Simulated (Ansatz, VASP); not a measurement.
**Al5Co2Ru3: VASP beside Ansatz**

```
Al Co Ru
1.0
     2.95224    0.00000    0.00000
     0.00000    2.95224    0.00000
     0.00000    0.00000   14.73520
Al Co Ru
5 2 3
Direct
  0.00000 0.00000 0.00000
  0.00000 0.00000 0.19173
  0.00000 0.00000 0.39673
  0.00000 0.00000 0.60327
  0.00000 0.00000 0.80827
  0.50000 0.50000 0.09377
  0.50000 0.50000 0.90623
  0.50000 0.50000 0.29221
  0.50000 0.50000 0.50000
  0.50000 0.50000 0.70779
```

Alike in both runs: task single point; functional r2SCAN; k mesh 12 × 12 × 4; occupations gaussian, width 0.1 eV; no spin polarisation.

|  | VASP | Ansatz |
| --- | --- | --- |
| version | VASP 6.6.1 | Ansatz 0.2.0 |
| potentials or method | VASP PAW PBE potentials, release 64 (Al, Co, Ru_pv), cutoff 520 eV | scalar-relativistic, plane waves, PAW |
| valence electrons in the cell | 75 | 97 |

|  | VASP | Ansatz | Ansatz less VASP |
| --- | --- | --- | --- |
| gap on the k mesh at the Fermi level (eV) | none | none | - |
| pressure (GPa) | -4.9 | -4.9 | -0.01 |
| traceless stress, the component that is largest in VASP (GPa) | 0.13 | 0.14 | +0.012 |
| rms of the force components (eV/Å) | 0.023 | 0.029 | +0.0062 |

VASP's potentials were made for PBE, not for r2SCAN. Atom by atom the forces differ by 0.007 eV/Å (rms over components). A gap of «none» marks a metal or a gap that the smearing closes. VASP's potentials hold 75 valence electrons a cell and Ansatz's 97, so a difference there can come from the potentials and not from the codes.
